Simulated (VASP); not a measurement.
# Cu in VASP: further runs

The runs below take Cu through single point, with PBE.

Everything below comes from runs of VASP 6.6.1. Logs are shortened: lines on timing, memory, paths and dates and some standing lists are left out, and cuts for length are marked.

## 1. The cell of the first run

Symmetry: C2/c, No. 15, monoclinic system. Conventional cell: a = 2.630 Å, b = 4.388 Å, c = 4.201 Å, α = 90.00°, β = 90.51°, γ = 90.00°. Within 3.3 Å of Cu (site symmetry 2) lie 12 Cu at 2.52 to 2.68 Å.

## 2. Single point, PBE (strained and its atoms moved)

File INCAR:

```
SYSTEM = Cu
ALGO     = Fast           ! electronic algorithm
EDIFF    = 1E-6           ! SCF threshold, eV
ENCUT    = 520            ! plane-wave cutoff, eV
GGA      = PE             ! functional
ISIF     = 2              ! what is computed and relaxed
ISMEAR   = 0              ! smearing method
LASPH    = .True.         ! aspherical terms in the spheres
LCHARG   = .True.         ! write CHGCAR
LELF     = .True.         ! ELF
LREAL    = .False.        ! projectors in reciprocal space
LVHAR    = .True.       
LWAVE    = .False.        ! write WAVECAR
NBANDS   = 18             ! bands
NELM     = 100            ! most SCF steps
PREC     = Accurate       ! precision mode
SIGMA    = 0.1            ! smearing width, eV
```

File KPOINTS:

```
k-points
0
Gamma
  16 16 10
  0 0 0
```

File POSCAR:

```
Cu
1.0
    2.6302149565      0.0000000000      0.0115554808
   -1.3151074782      2.1939995518     -0.0057777404
    0.0187533238      0.0000000000      4.2011557793
Cu
2
Direct
    0.3105500528      0.6211001156      0.2500000000
    0.6894499472      0.3788998844      0.7500000000
```

Potentials or basis: VASP PAW PBE potentials, release 64 (Cu).

Command:

```bash
$ cat potpaw_PBE.64/Cu/POTCAR > POTCAR
$ mpirun -np 1 vasp_std > vasp.out
```

OUTCAR:

```text
SYSTEM = Cu
   EDIFF = 1E-6
   ENCUT = 520
   GGA = PE
   ISIF = 2
   ISMEAR = 0
   LASPH = .True.
   LREAL = .False.
   NELM = 100
   PREC = Accurate

 ion  position               nearest neighbor table
   1  0.311  0.621  0.250-   2 2.52   2 2.52   2 2.54   2 2.54   2 2.68   2 2.68
   2  0.689  0.379  0.750-   1 2.52   1 2.52   1 2.54   1 2.54   1 2.68   1 2.68

  LATTYP: Found a base centered monoclinic cell.
 ALAT       =     2.6302403401
 B/A-ratio  =     1.6682882689
 C/A-ratio  =     1.5972675847
 COS(beta)  =    -0.0088570348

  Lattice vectors:

 A1 = (  -1.3151074782,   2.1939995518,  -0.0057777404)
 A2 = (  -1.3151074783,  -2.1939995518,  -0.0057777404)
 A3 = (   0.0187533238,   0.0000000000,   4.2011557793)

Analysis of symmetry for initial positions (statically):
=====================================================================
 Subroutine PRICEL returns:
 Original cell was already a primitive cell.

 Routine SETGRP: Setting up the symmetry group for a
 base centered monoclinic supercell.

 Subroutine GETGRP returns: Found  4 space group operations
 (whereof  2 operations were pure point group operations)
 out of a pool of  4 trial point group operations.

The static configuration has the point symmetry S_2 .
 The point group associated with its full space group is C_2h.

Analysis of symmetry for dynamics (positions and initial velocities):
=====================================================================
 Subroutine PRICEL returns:
 Original cell was already a primitive cell.

 Routine SETGRP: Setting up the symmetry group for a
 base centered monoclinic supercell.

 Subroutine GETGRP returns: Found  4 space group operations
 (whereof  2 operations were pure point group operations)
 out of a pool of  4 trial point group operations.

The dynamic configuration has the point symmetry S_2 .
 The point group associated with its full space group is C_2h.

 Subroutine INISYM returns: Found  4 space group operations
 (whereof  2 operations are pure point group operations),
 and found     1 'primitive' translations

----------------------------------------------------------------------------------------

                                     Primitive cell

  volume of cell :      24.2431

  direct lattice vectors                    reciprocal lattice vectors
     2.630214957  0.000000000  0.011555481     0.380204519  0.227894304 -0.001697175
    -1.315107478  2.193999552 -0.005777740     0.000000000  0.455788607  0.000000000
[... 78 lines left out ...]
   ICHARG =      2    charge: 1-file 2-atom 10-const
   ISPIN  =      1    spin polarized calculation?
   LNONCOLLINEAR =      F non collinear calculations
   LSORBIT =      F    spin-orbit coupling
   LASPH  =      T    aspherical Exc in radial PAW
   ENCUT  =  520.0 eV  38.22 Ry    6.18 a.u.   4.89  4.76  7.81*2*pi/ulx,y,z
   NELM   =    100;   NELMIN=  2; NELMDL= -5     # of ELM steps
   EDIFF  = 0.1E-05   stopping-criterion for ELM
   LREAL  =      F    real-space projection
   EDIFFG = 0.1E-04   stopping-criterion for IOM
   NSW    =      0    number of steps for IOM
   IBRION =     -1    ionic relax: 0-MD 1-quasi-New 2-CG
   NFREE  =      0    steps in history (QN), initial steepest desc. (CG)
   ISIF   =      2    stress and relaxation
   ISYM   =      2    0-nonsym 1-usesym 2-fastsym
   POTIM  = 0.5000    time-step for ionic-motion
   TEBEG  =    0.0;   TEEND  =   0.0 temperature during run
   PSTRESS=    0.0 pullay stress
   NELECT =      22.0000    total number of electrons
   NUPDOWN=      -1.0000    fix difference up-down
   EMIN   =  10.00;   EMAX   =-10.00  energy-range for DOS
   EFERMI =   0.00;   METHOD = LEGACY
   ISMEAR =     0;   SIGMA  =   0.10  broadening in eV -4-tet -1-fermi 0-gaus
   EFERMI_NEDOS =   21; number of points for ismear=-14 and -15
   IALGO  =     68    algorithm
   IMIX   =      4    mixing-type and parameters
     AMIX     =   0.40;   BMIX     =  1.00
     AMIX_MAG =   1.60;   BMIX_MAG =  1.00
  volume/ion in A,a.u.               =      12.12        81.80
  Fermi-wavevector in a.u.,A,eV,Ry     =   1.584965  2.995150 34.179392  2.512114
  Thomas-Fermi vector in A             =   2.684502
   LORBIT       =      0    0 simple, 1 ext, 2 COOP (PROOUT), +10 PAW based schemes
   GGA     = PE    functional components
   LHFCALC =     F    Hartree Fock is set to
   AEXX    =    0.0000 exact exchange contribution
   IVDW    =     0    specifies the selected vdW correction
   LEPSILON=     F    determine dielectric tensor
   LRPA    =     F    only Hartree local field effects (RPA)
 non-spin polarized calculation
 RMM-DIIS sequential band-by-band and
 Gauss-broadening in eV      SIGMA  =   0.10
  energy-cutoff  :      520.00
  volume of cell :       24.24
 maximum number of plane-waves:       667
   NGX =  9   NGY =  9   NGZ = 15

 number of electron      22.0000031 magnetization

 Free energy of the ion-electron system (eV)
  ---------------------------------------------------
  ext. energy  EPLUGINS =         0.00000000
  ---------------------------------------------------
  free energy    TOTEN  =        -7.42279688 eV

  energy without entropy =       -7.41883836  energy(sigma->0) =       -7.42081762

 E-fermi :   7.2048     XC(G=0): -12.5747

 val. band max:        7.1980569804   @ k =  -0.1875   0.3125   0.3000
 cond. band min:       7.2052223907   @ k =   0.4375   0.0625   0.1000
 fundamental gap:      0.0071654103
 Fermi energy:         7.2047988049

 k-point     1 :       0.0000    0.0000    0.0000
  band No.  band energies     occupation
      1      -1.8863      2.00000
      2       2.3429      2.00000
      3       4.1988      2.00000
      4       4.2224      2.00000
      5       4.5258      2.00000
      6       4.5650      2.00000
[... 481 lines left out ...]
      5       4.4755      2.00000
      6       4.5430      2.00000
[... 10 lines left out ...]
     17      30.6138      0.00000
     18      31.2255      0.00000

 [... further k-points ...]
[... 5 lines left out ...]
  --------------------------------------------------------------------------------------
  -------------------------------------------------------------------------------------
  Total       -0.0573190     -0.1650969      0.0632213     -0.0000000      0.0000000     -0.0855180
  in kB       -3.7880971    -10.9109224      4.1781657     -0.0000000      0.0000000     -5.6517101
  external PRESSURE =      -3.5069513 kB  Pullay stress =       0.0000000 kB

 VOLUME and BASIS-vectors are now :
 -----------------------------------------------------------------------------
  energy-cutoff  :      520.00
  volume of cell :       24.24
      direct lattice vectors                 reciprocal lattice vectors
     2.630214957  0.000000000  0.011555481     0.380204519  0.227894304 -0.001697175
    -1.315107478  2.193999552 -0.005777740     0.000000000  0.455788607  0.000000000
     0.018753324  0.000000000  4.201155779    -0.001045771  0.000000000  0.238034404

 POSITION                                       TOTAL-FORCE (eV/Angst)
 -----------------------------------------------------------------------------------
      0.00469      1.36269      1.05029         0.000000      0.117320     -0.000000
      1.32917      0.83131      3.15664        -0.000000     -0.117320      0.000000
 -----------------------------------------------------------------------------------
    total drift:                                0.000000     -0.000002     -0.000000

  FREE ENERGIE OF THE ION-ELECTRON SYSTEM (eV)
  ---------------------------------------------------
  free  energy   TOTEN  =        -7.4227968838 eV

  energy  without entropy=       -7.4188383634  energy(sigma->0) =       -7.42081762
```

OSZICAR:

```text
N       E                     dE             d eps       ncg     rms          rms(c)
DAV:   1     0.122320426586E+03    0.12232E+03   -0.10523E+04 26810   0.217E+03
DAV:   2    -0.309865670347E+01   -0.12542E+03   -0.11903E+03 24886   0.284E+02
DAV:   3    -0.914176379748E+01   -0.60431E+01   -0.58022E+01 27668   0.850E+01
DAV:   4    -0.920694288457E+01   -0.65179E-01   -0.65134E-01 29174   0.953E+00
DAV:   5    -0.920779640668E+01   -0.85352E-03   -0.85349E-03 30130   0.935E-01    0.108E+01
RMM:   6    -0.815477113549E+01    0.10530E+01   -0.11054E+01 29024   0.587E+01    0.642E+00
RMM:   7    -0.744114318295E+01    0.71363E+00   -0.20358E+00 28648   0.264E+01    0.136E+00
RMM:   8    -0.742498768539E+01    0.16155E-01   -0.51524E-02 29820   0.216E+00    0.371E-01
RMM:   9    -0.742251281028E+01    0.24749E-02   -0.13009E-02 30276   0.214E+00    0.369E-02
RMM:  10    -0.742277129292E+01   -0.25848E-03   -0.23223E-03 32375   0.513E-01    0.267E-02
RMM:  11    -0.742280268894E+01   -0.31396E-04   -0.19493E-04 31035   0.182E-01    0.383E-02
RMM:  12    -0.742279346746E+01    0.92215E-05   -0.93151E-05 31965   0.143E-01    0.774E-03
RMM:  13    -0.742279647977E+01   -0.30123E-05   -0.26172E-05 28819   0.478E-02    0.533E-03
RMM:  14    -0.742279688380E+01   -0.40403E-06   -0.33152E-06 20312   0.247E-02
   1 F= -.74227969E+01 E0= -.74208176E+01  d E =-.395852E-02
```

stdout:

```text
POSCAR found type information on POSCAR Cu
 POSCAR found :  1 types and       2 ions
 scaLAPACK will be used
 LDA part: xc-table for (Slater+PW92), standard interpolation
 POSCAR, INCAR and KPOINTS ok, starting setup
 FFT: planning ... GRIDC
 FFT: planning ... GRID_SOFT
 FFT: planning ... GRID
 WAVECAR not read
 entering main loop
```

Run time: 2 min. Hardware: 1 thread of Intel Xeon 6975P-C (Granite Rapids), shared host; peak memory 0.33 GiB.

Results:

```
Free energy            : -7.4228 eV
Pressure               : -0.4 GPa
Largest force          : 0.117 eV/Å
Band gap on the k mesh : zero (band 11 reaches 10.89 eV, above the bottom of band 12 at 5.40 eV)
```

Forces on the atoms (eV/Å):
```
Cu   0.000  0.117  0.000
Cu   0.000 -0.117  0.000
```

Stress tensor (GPa, compression positive):
```
-0.38  0.00 -0.57
 0.00 -1.09  0.00
-0.57  0.00  0.42
```

Levels at points of the mesh, in eV from the Fermi level:
```
           k point  band 7  band 8  band 9  band 10  band 11  band 12  band 13  band 14  band 15  band 16
(0.00, 0.00, 0.00)   -2.58   -2.49   -2.14    -1.81    -1.50    -0.83     3.74    20.30    20.43    22.92
(0.50, 0.00, 0.00)   -2.70   -1.59   -1.58    -1.47     0.20     1.24     7.93     8.33    10.05    10.35
(0.00, 0.50, 0.00)   -2.44   -1.48   -1.48    -1.48    -0.22     2.24     7.31     7.64    11.43    11.78
(0.00, 0.00, 0.50)   -2.75   -2.75   -1.95    -1.95    -1.81    -1.81    12.38    12.38    21.75    21.75
(0.50, 0.00, 0.50)   -1.68   -1.68   -1.49    -1.49     0.23     0.32     4.67     4.81    16.10    16.16
(0.00, 0.50, 0.50)   -2.05   -2.05   -1.47    -1.47     1.27     1.27     4.68     4.68    15.03    15.03
```

Caveat: the cell differs from its parent crystal (strained and its atoms moved).

## 3. Single point, PBE (strained and its atoms moved)

File INCAR:

```
SYSTEM = Cu
  ALGO = Fast
  EDIFF = 1E-6
  ENCUT = 520
  GGA = PE
  ISIF = 2
  ISMEAR = 0
  LASPH = .True.
  LCHARG = .False.
  LREAL = .False.
  LWAVE = .False.
  NBANDS = 18
  NELM = 60
  PREC = Accurate
  SIGMA = 0.1
```

File KPOINTS:

```
k-points
0
Gamma
  18 16 10
  0 0 0
```

File POSCAR:

```
Cu
1.0
    2.3821268925     -0.0761749459      0.0000000000
   -1.2570328845      2.3014580808      0.0000000000
    0.0000000000      0.0000000000      3.8766739274
Cu
2
Direct
    0.3103828110      0.6680583913      0.2500000000
    0.6896171890      0.3319416087      0.7500000000
```

Potentials or basis: VASP PAW PBE potentials, release 64 (Cu).

Command:

```bash
$ cat potpaw_PBE.64/Cu/POTCAR > POTCAR
$ mpirun -np 1 vasp_std > vasp.out
```

OUTCAR:

```text
SYSTEM = Cu
   EDIFF = 1E-6
   ENCUT = 520
   GGA = PE
   ISIF = 2
   ISMEAR = 0
   LASPH = .True.
   LREAL = .False.
   NELM = 60
   PREC = Accurate

 ion  position               nearest neighbor table
   1  0.310  0.668  0.250-   2 2.32   2 2.32   2 2.45   2 2.45   2 2.48   2 2.48
   2  0.690  0.332  0.750-   1 2.32   1 2.32   1 2.45   1 2.45   1 2.48   1 2.48

  LATTYP: Found a simple monoclinic cell.
 ALAT       =     2.3833445312
 B/A-ratio  =     1.6265688308
 C/A-ratio  =     1.0462339465
 COS(beta)  =    -0.4224507424

  Lattice vectors:

 A1 = (   2.3821268925,  -0.0761749459,   0.0000000000)
 A2 = (   0.0000000000,   0.0000000000,   3.8766739274)
 A3 = (  -1.1250940080,  -2.2252831349,   0.0000000000)

Analysis of symmetry for initial positions (statically):
=====================================================================
 Subroutine PRICEL returns:
 Original cell was already a primitive cell.

 Routine SETGRP: Setting up the symmetry group for a
 simple monoclinic supercell.

[... 165 lines left out ...]
  ---------------------------------------------------
  free energy    TOTEN  =        -7.06640497 eV

  energy without entropy =       -7.06309549  energy(sigma->0) =       -7.06475023

 E-fermi :   9.2834     XC(G=0): -13.4496

 val. band max:        9.2784501705   @ k =   0.3333   0.4375   0.1000
 cond. band min:       9.2855627516   @ k =   0.4444   0.4375   0.0000
 fundamental gap:      0.0071125811
 Fermi energy:         9.2833740873

 k-point     1 :       0.0000    0.0000    0.0000
  band No.  band energies     occupation
      1      -1.1083      2.00000
      2       3.4665      2.00000
      3       5.3932      2.00000
      4       5.6370      2.00000
      5       5.9810      2.00000
      6       6.1146      2.00000
[... 481 lines left out ...]
      5       5.7637      2.00000
      6       6.0516      2.00000
[... 10 lines left out ...]
     17      30.2992      0.00000
     18      31.7255      0.00000

 [... further k-points ...]

------------------------ aborting loop because EDIFF is reached ----------------------------------------

  FORCE on cell =-STRESS in cart. coord.  units (eV):
  Direction    XX          YY          ZZ          XY          YZ          ZX
  --------------------------------------------------------------------------------------
  -------------------------------------------------------------------------------------
  Total        4.6289426      2.4650033      5.5149590      0.6716127      0.0000000      0.0000000
  in kB      355.1546500    189.1268605    423.1340792     51.5293452      0.0000000      0.0000000
  external PRESSURE =     322.4718632 kB  Pullay stress =       0.0000000 kB

 VOLUME and BASIS-vectors are now :
 -----------------------------------------------------------------------------
  energy-cutoff  :      520.00
  volume of cell :       20.88
      direct lattice vectors                 reciprocal lattice vectors
     2.382126893 -0.076174946  0.000000000     0.427255315  0.233362487  0.000000000
    -1.257032885  2.301458081  0.000000000     0.014141535  0.442231116  0.000000000
     0.000000000  0.000000000  3.876673927     0.000000000  0.000000000  0.257953085

 POSITION                                       TOTAL-FORCE (eV/Angst)
 -----------------------------------------------------------------------------------
     -0.10040      1.51386      0.96917         0.496889      0.345894     -0.000000
      1.22549      0.71142      2.90751        -0.496889     -0.345894      0.000000
 -----------------------------------------------------------------------------------
    total drift:                                0.000000      0.000000     -0.000000

  FREE ENERGIE OF THE ION-ELECTRON SYSTEM (eV)
  ---------------------------------------------------
  free  energy   TOTEN  =        -7.0664049744 eV

  energy  without entropy=       -7.0630954905  energy(sigma->0) =       -7.06475023
```

Run time: 2.4 min. Hardware: 1 thread of Intel Xeon 6975P-C (Granite Rapids), shared host; peak memory 0.36 GiB.

Results:

```yaml
Free_energy: -7.0664 eV
Pressure: 32.2 GPa
Largest_force: 0.605 eV/Å
Band_gap_on_the_k_mesh: zero (band 11 reaches 13.19 eV, above the bottom of band 12 at 7.19 eV)
```

Forces in eV/Å, atoms in the order of the input:
```
Cu   0.497  0.346  0.000
Cu  -0.497 -0.346  0.000
```

Caveat: the cell differs from its parent crystal (strained and its atoms moved).
